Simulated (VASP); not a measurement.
The system is MgO.

```
Mg O
1.0
     0.00000    2.19803    2.10217
     2.19803    0.00000    2.10217
     2.19803    2.19803    0.00000
Mg O
1 1
Cartesian
  0.0000 0.0000 0.0000
  2.1980 2.1980 2.1022
```

This cell differs from its parent crystal: biaxial xy strain +4.6%.

Base run:

```yaml
Program: VASP 6.6.1
Functional: r2SCAN
Potentials_or_basis: VASP PAW PBE potentials, release 64 (Mg_sv, O)
Cutoff: 660 eV
k_mesh: 10 × 10 × 10
Occupations: gaussian, width 0.01 eV
Spin: no spin polarisation
```

Its results: band gap on the k mesh 4.81 eV, direct; pressure -12.4 GPa.

Problem. The run is repeated on the same cell with these changes: potentials or basis from VASP PAW PBE potentials, release 64 (Mg_sv, O) to VASP PAW PBE potentials, release 64 (Mg, O); cutoff from 660 eV to 520 eV; further incar settings from ALGO = Normal; EDIFF = 1e-06; NBANDS = 15 to ALGO = Normal; EDIFF = 1e-06; NBANDS = 11; valence electrons from 16 to 8. What comes out?

Solution. Band gap on the k mesh 4.75 eV, direct; pressure -12.9 GPa.

Caveats: the PAW data sets were made with another functional, which shifts forces and pressure a little.

